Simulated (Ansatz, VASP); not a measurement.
**Two plane-wave programs on Te2Mo**

```
Te Mo
1.0
     3.53708    0.00000    0.00000
    -1.76854    3.06320    0.00000
     0.00000    0.00000    7.82688
Te Mo
2 1
Direct
  0.33333 0.66667 0.77052
  0.33333 0.66667 0.22948
  0.00000 0.00000 0.00000
```

Alike in both runs: task single point; functional PBE; k mesh 12 × 12 × 4; occupations fermi-dirac, width 0.02 eV; no spin polarisation.

```csv
,VASP,Ansatz
version,VASP 6.6.1,Ansatz 0.2.0
potentials or method,"VASP PAW PBE potentials, release 64 (Te, Mo_sv)","plane waves, PAW"
plane-wave cutoff (eV),520,420
valence electrons in the cell,26,46
```

```csv
,VASP,Ansatz,Ansatz less VASP
gap on the k mesh at the Fermi level (eV),1.06,1.06,+0.001
pressure (GPa),1.8,1.8,-0.01
"traceless stress, the component that is largest in VASP (GPa)",0.81,0.75,-0.060
rms of the force components (eV/Å),0.097,0.091,-0.0060
```

Atom by atom the forces differ by 0.006 eV/Å (rms over components). VASP's potentials hold 26 valence electrons a cell and Ansatz's 46, so a difference there can come from the potentials and not from the codes.

Spin-orbit coupling is off throughout.
